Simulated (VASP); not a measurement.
Runs of VASP 6.6.1 on Cu. The structure is that of space group Fm-3m (No. 225), or close to it. The cells are those of the table. 

```tsv
task	potentials or basis	cell	k mesh	cutoff (eV)	second run	gap on the mesh (eV)	pressure (GPa)
single point	VASP PAW PBE potentials, release 64 (Cu)	a = 2.520 Å, angles 60.0°, 1 atom	10 × 10 × 10	520	-	none	0.7
single point	VASP PAW PBE potentials, release 64 (Cu)	a = 2.581 Å, angles 60.0°, 1 atom	8 × 8 × 8	520	-	none	(a)
single point	VASP PAW PBE potentials, release 64 (Cu)	a = 2.520 Å, angles 60.0°, 1 atom	20 × 20 × 20	520	-	none	0.7
relaxation of cell and atoms	VASP PAW PBE potentials, release 64 (Cu)	relaxed from a = 2.520 Å, angles 60.0°, 1 atom	20 × 20 × 20	600	-	none	0.0
single point	VASP PAW PBE potentials, release 64 (Cu_sv_GW)	a = 2.581 Å, angles 60.0°, 1 atom	8 × 8 × 8	700	valence_matched	none	-13.8
```

Alike in all rows: level PBEsol; no spin polarisation; smearing gaussian 0.1 eV.

Problem. Fill in the values left out.

Solution. (a) -8.2.

Caveats: some runs use coarse meshes; the PAW data sets were made with another functional, which shifts forces and pressure a little.

A gap of «none» marks levels without a gap at the run's occupations.

The runs don't all hold the same shells in valence.
